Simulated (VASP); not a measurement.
# KRu (P-6m2) in VASP: density of states with PBE

Aim: the density of states of KRu with PBE.

All numbers are computed with VASP 6.6.1; they aren't measurements. Logs are shortened: lines on timing, memory, paths and dates and some standing lists are left out, and cuts for length are marked.

### Step 1. The cell of the first run

Symmetry: P-6m2, No. 187, hexagonal system. Conventional cell: a = 2.821 Å, b = 2.821 Å, c = 5.747 Å, α = 90.00°, β = 90.00°, γ = 120.00°. Within 3.7 Å of K (site symmetry -6m2) lie 6 K at 2.82 Å and 6 Ru at 3.30 Å. Within 3.7 Å of Ru (site symmetry -6m2) lie 6 Ru at 2.82 Å and 6 K at 3.30 Å.

### Step 2. Density of states, PBE

POSCAR reads:

```
KRu
1.0
    2.8214238229      0.0000000000      0.0000000000
   -1.4107119115      2.4434247055      0.0000000000
    0.0000000000      0.0000000000      5.7467989100
K Ru
1 1
Direct
    0.3333333333      0.6666666667      0.5000000000
    0.0000000000      0.0000000000      0.0000000000
```

INCAR.step1 reads:

```
SYSTEM = KRu
PREC = Accurate
ENCUT = 520
EDIFF = 1E-6
ISMEAR = 0
SIGMA = 0.1
LREAL = .False.
LASPH = .True.
NELM = 100
ALGO = Normal
ISIF = 2
LWAVE = .False.
LCHARG = .True.
LMAXMIX = 4
GGA = PE
NBANDS = 18
```

KPOINTS.step1 reads:

```
Automatic mesh
0
Gamma
  24 24 10
  0 0 0
```

INCAR.step2 reads:

```
SYSTEM = KRu
PREC = Accurate
ENCUT = 520
EDIFF = 1E-6
ISMEAR = -5
SIGMA = 0.1
LREAL = .False.
LASPH = .True.
NELM = 100
ALGO = Normal
ISIF = 2
LWAVE = .False.
LCHARG = .False.
LMAXMIX = 4
GGA = PE
LORBIT = 10
NEDOS = 2001
ICHARG = 11
```

KPOINTS.step2 reads:

```
Automatic mesh
0
Gamma
  36 36 15
  0 0 0
```

Potentials or basis: VASP PAW PBE potentials, release 64 (K_sv, Ru_pv).

The run is started by

```console
$ cat potpaw_PBE.64/K_sv/POTCAR potpaw_PBE.64/Ru_pv/POTCAR > POTCAR
$ cp INCAR.step1 INCAR
$ cp KPOINTS.step1 KPOINTS
$ mpirun -np 1 vasp_std > vasp.out
$ cp INCAR.step2 INCAR
$ cp KPOINTS.step2 KPOINTS
$ mpirun -np 1 vasp_std > vasp.out
```

OUTCAR:

```text
SYSTEM = KRu
   PREC = Accurate
   ENCUT = 520
   EDIFF = 1E-6
   ISMEAR = -5
   LREAL = .False.
   LASPH = .True.
   NELM = 100
   ISIF = 2
   GGA = PE
   LORBIT = 10
   ICHARG = 11

 ion  position               nearest neighbor table
   1  0.333  0.667  0.500-   2 3.30   2 3.30   2 3.30   2 3.30   2 3.30   2 3.30
   2  0.000  0.000  0.000-   1 3.30   1 3.30   1 3.30   1 3.30   1 3.30   1 3.30

  LATTYP: Found a hexagonal cell.
 ALAT       =     2.8214238229
 C/A-ratio  =     2.0368435481

  Lattice vectors:

 A1 = (   2.8214238229,   0.0000000000,   0.0000000000)
 A2 = (  -1.4107119115,   2.4434247055,   0.0000000000)
 A3 = (   0.0000000000,   0.0000000000,   5.7467989100)

Analysis of symmetry for initial positions (statically):
=====================================================================
 Subroutine PRICEL returns:
 Original cell was already a primitive cell.

 Routine SETGRP: Setting up the symmetry group for a
 hexagonal supercell.

 Subroutine GETGRP returns: Found 12 space group operations
 (whereof 12 operations were pure point group operations)
 out of a pool of 24 trial point group operations.

The static configuration has the point symmetry D_3h.

Analysis of symmetry for dynamics (positions and initial velocities):
=====================================================================
 Subroutine PRICEL returns:
 Original cell was already a primitive cell.

 Routine SETGRP: Setting up the symmetry group for a
 hexagonal supercell.

 Subroutine GETGRP returns: Found 12 space group operations
 (whereof 12 operations were pure point group operations)
 out of a pool of 24 trial point group operations.

The dynamic configuration has the point symmetry D_3h.

 Subroutine INISYM returns: Found 12 space group operations
 (whereof 12 operations are pure point group operations),
 and found     1 'primitive' translations

----------------------------------------------------------------------------------------

                                     Primitive cell

  volume of cell :      39.6181

  direct lattice vectors                    reciprocal lattice vectors
     2.821423823  0.000000000  0.000000000     0.354430976  0.204630820  0.000000000
    -1.410711911  2.443424706  0.000000000     0.000000000  0.409261639  0.000000000
     0.000000000  0.000000000  5.746798910     0.000000000  0.000000000  0.174009917

  length of vectors
     2.821423823  2.821423823  5.746798910     0.409261639  0.409261639  0.174009917

  position of ions in fractional coordinates (direct lattice)
     0.333333333  0.666666667  0.500000000
     0.000000000  0.000000000  0.000000000

  ion indices of the primitive-cell ions
   primitive index   ion index
                 1           1
                 2           2

----------------------------------------------------------------------------------------

 KPOINTS: Automatic mesh

Automatic generation of k-mesh.
 Grid dimensions read from file:
 generate k-points for:   36   36   15

 Generating k-lattice:

  Cartesian coordinates                     Fractional coordinates (reciprocal lattice)
     0.009845305  0.005684189  0.000000000     0.027777778  0.000000000  0.000000000
     0.000000000  0.011368379  0.000000000     0.000000000  0.027777778  0.000000000
     0.000000000  0.000000000  0.011600661     0.000000000  0.000000000  0.066666667

  Length of vectors
     0.011368379  0.011368379  0.011600661

  Shift w.r.t. Gamma in fractional coordinates (k-lattice)
     0.000000000  0.000000000  0.000000000

 TETIRR: Found  19011 inequivalent tetrahedra from   116640

 Subroutine IBZKPT returns following result:
 ===========================================

 Found   1016 irreducible k-points:

 Following reciprocal coordinates:
            Coordinates               Weight
  0.000000  0.000000  0.000000      1.000000
  0.027778 -0.000000  0.000000      6.000000
  0.055556 -0.000000  0.000000      6.000000
  0.083333  0.000000  0.000000      6.000000
  0.111111 -0.000000  0.000000      6.000000
  0.138889  0.000000  0.000000      6.000000
[... 16 lines left out ...]
  0.111111  0.027778  0.000000     12.000000
  0.138889  0.027778  0.000000     12.000000
 [... further k-points ...]
   k-points           NKPTS =   1016   k-points in BZ     NKDIM =   1016   number of bands    NBANDS=     15
   number of dos      NEDOS =   2001   number of ions     NIONS =      2
   total plane-waves  NPLWV =  27648
   dimension x,y,z NGX =    24 NGY =   24 NGZ =   48
   dimension x,y,z NGXF=    48 NGYF=   48 NGZF=   96
   ions per type =               1   1
   NGX,Y,Z   is equivalent  to a cutoff of  14.14, 14.14, 13.89 a.u.
   NGXF,Y,Z  is equivalent  to a cutoff of  28.28, 28.28, 27.77 a.u.
 SYSTEM =  KRu
   PREC   = accura    normal or accurate (medium, high low for compatibility)
   ISTART =      0    job   : 0-new  1-cont  2-samecut
   ICHARG =     11    charge: 1-file 2-atom 10-const
   ISPIN  =      1    spin polarized calculation?
   LNONCOLLINEAR =      F non collinear calculations
   LSORBIT =      F    spin-orbit coupling
   LASPH  =      T    aspherical Exc in radial PAW
   ENCUT  =  520.0 eV  38.22 Ry    6.18 a.u.   5.25  5.25 10.69*2*pi/ulx,y,z
   NELM   =    100;   NELMIN=  2; NELMDL=  0     # of ELM steps
   EDIFF  = 0.1E-05   stopping-criterion for ELM
   LREAL  =      F    real-space projection
   EDIFFG = 0.1E-04   stopping-criterion for IOM
   NSW    =      0    number of steps for IOM
   IBRION =     -1    ionic relax: 0-MD 1-quasi-New 2-CG
   NFREE  =      0    steps in history (QN), initial steepest desc. (CG)
   ISIF   =      2    stress and relaxation
   ISYM   =      2    0-nonsym 1-usesym 2-fastsym
   POTIM  = 0.5000    time-step for ionic-motion
   TEBEG  =    0.0;   TEEND  =   0.0 temperature during run
   PSTRESS=    0.0 pullay stress
   NELECT =      23.0000    total number of electrons
   NUPDOWN=      -1.0000    fix difference up-down
   EMIN   =  10.00;   EMAX   =-10.00  energy-range for DOS
   EFERMI =   0.00;   METHOD = LEGACY
   ISMEAR =    -5;   SIGMA  =   0.10  broadening in eV -4-tet -1-fermi 0-gaus
   EFERMI_NEDOS =   21; number of points for ismear=-14 and -15
   IALGO  =     38    algorithm
   IMIX   =      4    mixing-type and parameters
     AMIX     =   0.40;   BMIX     =  1.00
     AMIX_MAG =   1.60;   BMIX_MAG =  1.00
  volume/ion in A,a.u.               =      19.81       133.68
  Fermi-wavevector in a.u.,A,eV,Ry     =   1.365693  2.580785 25.376454  1.865117
  Thomas-Fermi vector in A             =   2.491899
   LORBIT       =     10    0 simple, 1 ext, 2 COOP (PROOUT), +10 PAW based schemes
   GGA     = PE    functional components
   LHFCALC =     F    Hartree Fock is set to
   AEXX    =    0.0000 exact exchange contribution
   IVDW    =     0    specifies the selected vdW correction
   LEPSILON=     F    determine dielectric tensor
   LRPA    =     F    only Hartree local field effects (RPA)
 non-spin polarized calculation
 Fermi weights with tetrahedron method with Bloechl corrections
  energy-cutoff  :      520.00
  volume of cell :       39.62
 maximum number of plane-waves:      1086
 NGX is ok and might be reduce to    24

 number of electron      23.0000000 magnetization

 Free energy of the ion-electron system (eV)
  ---------------------------------------------------
  ext. energy  EPLUGINS =         0.00000000
  ---------------------------------------------------
  free energy    TOTEN  =        -7.67753471 eV

  energy without entropy =       -7.67753471  energy(sigma->0) =       -7.67753471

 E-fermi :   5.8754     XC(G=0): -10.8999

 val. band max:        5.9069404123   @ k =   0.0000   0.0000   0.2667
 cond. band min:       5.8768450688   @ k =   0.1667   0.1667   0.0000
 fundamental gap:     -0.0300953435
 Fermi energy:         5.8753915650

 k-point     1 :       0.0000    0.0000    0.0000
  band No.  band energies     occupation
      1     -36.1459      2.00000
      2     -36.0620      2.00000
      3     -36.0620      2.00000
      4     -26.9969      2.00000
      5     -10.0939      2.00000
      6      -8.6707      2.00000
      7      -8.6707      2.00000
      8       0.8386      2.00000
      9       3.3250      2.00000
     10       4.6415      2.00000
     11       4.6415      2.00000
     12       6.5391      0.00000
     13       6.5391      0.00000
     14       7.1664      0.00000
     15       7.8634      0.00000

 k-point     2 :       0.0278   -0.0000    0.0000
  band No.  band energies     occupation
      1     -36.1454      2.00000
      2     -36.0657      2.00000
      3     -36.0629      2.00000
      4     -26.9913      2.00000
      5     -10.0887      2.00000
      6      -8.6995      2.00000
      7      -8.6765      2.00000
      8       0.8658      2.00000
      9       3.3403      2.00000
     10       4.6262      2.00000
     11       4.6601      2.00000
     12       6.4150      0.00000
     13       6.5338      0.00000
     14       7.2819      0.00000
     15       7.8997      0.00000

 k-point     3 :       0.0556   -0.0000    0.0000
  band No.  band energies     occupation
      1     -36.1439      2.00000
      2     -36.0768      2.00000
      3     -36.0655      2.00000
      4     -26.9747      2.00000
      5     -10.0732      2.00000
      6      -8.7842      2.00000
      7      -8.6935      2.00000
      8       0.9466      2.00000
      9       3.3849      2.00000
     10       4.5821      2.00000
     11       4.7157      2.00000
     12       6.1650     -0.00725
     13       6.5181      0.00000
     14       7.5050      0.00000
     15       8.0065      0.00000
[... 343 lines left out ...]
 k-point    23 :       0.1111    0.0278    0.0000
  band No.  band energies     occupation
      1     -36.1358      2.00000
      2     -36.1357      2.00000
      3     -36.0800      2.00000
      4     -26.8839      2.00000
      5      -9.9888      2.00000
      6      -9.2227      2.00000
      7      -8.7868      2.00000
      8       1.3827      2.00000
      9       3.6104      2.00000
     10       4.3727      2.00000
     11       5.0288      2.00000
     12       5.4327      2.00000
     13       6.4308      0.00000
     14       8.0581      0.00000
     15       8.5386      0.00000

 k-point    24 :       0.1389    0.0278    0.0000
  band No.  band energies     occupation
      1     -36.1678      2.00000
      2     -36.1313      2.00000
      3     -36.0879      2.00000
      4     -26.8332      2.00000
      5      -9.9418      2.00000
      6      -9.4538      2.00000
      7      -8.8368      2.00000
      8       1.6188      2.00000
      9       3.7176      2.00000
     10       4.2939      2.00000
     11       5.1593      2.00000
     12       5.2064      2.00000
     13       6.3839      0.00000
     14       8.2053      0.00000
     15       8.7676      0.00000

 [... further k-points ...]
[... 5 lines left out ...]
  --------------------------------------------------------------------------------------
  -------------------------------------------------------------------------------------
  Total        0.0860464      0.0860464      0.0020079     -0.0000000      0.0000000      0.0000000
  in kB        3.4797643      3.4797643      0.0812007     -0.0000000      0.0000000      0.0000000
  external PRESSURE =       2.3469097 kB  Pullay stress =       0.0000000 kB

 VOLUME and BASIS-vectors are now :
 -----------------------------------------------------------------------------
  energy-cutoff  :      520.00
  volume of cell :       39.62
      direct lattice vectors                 reciprocal lattice vectors
     2.821423823  0.000000000  0.000000000     0.354430976  0.204630820  0.000000000
    -1.410711911  2.443424706  0.000000000     0.000000000  0.409261639  0.000000000
     0.000000000  0.000000000  5.746798910     0.000000000  0.000000000  0.174009917

 POSITION                                       TOTAL-FORCE (eV/Angst)
 -----------------------------------------------------------------------------------
     -0.00000      1.62895      2.87340        -0.000000      0.000000      0.000000
      0.00000      0.00000      0.00000         0.000000     -0.000000      0.000000
 -----------------------------------------------------------------------------------
    total drift:                                0.000788     -0.000455     -0.000000

  FREE ENERGIE OF THE ION-ELECTRON SYSTEM (eV)
  ---------------------------------------------------
  free  energy   TOTEN  =        -7.6775347105 eV

  energy  without entropy=       -7.6775347105  energy(sigma->0) =       -7.67753471

 total charge

# of ion       s       p       d       tot
------------------------------------------
    1        1.988   5.594   0.113   7.695
    2        0.378   6.133   5.884  12.396
--------------------------------------------------
tot          2.366  11.727   5.998  20.091
```

It took 3.3 min on 1 thread of Intel Xeon 6975P-C (Granite Rapids), shared host; peak memory 0.73 GiB.

Results:

- Valence electrons inside the program's atomic spheres: K 7.70; Ru 12.40

Caveat: tetrahedron occupations give inexact forces and stress in metals.
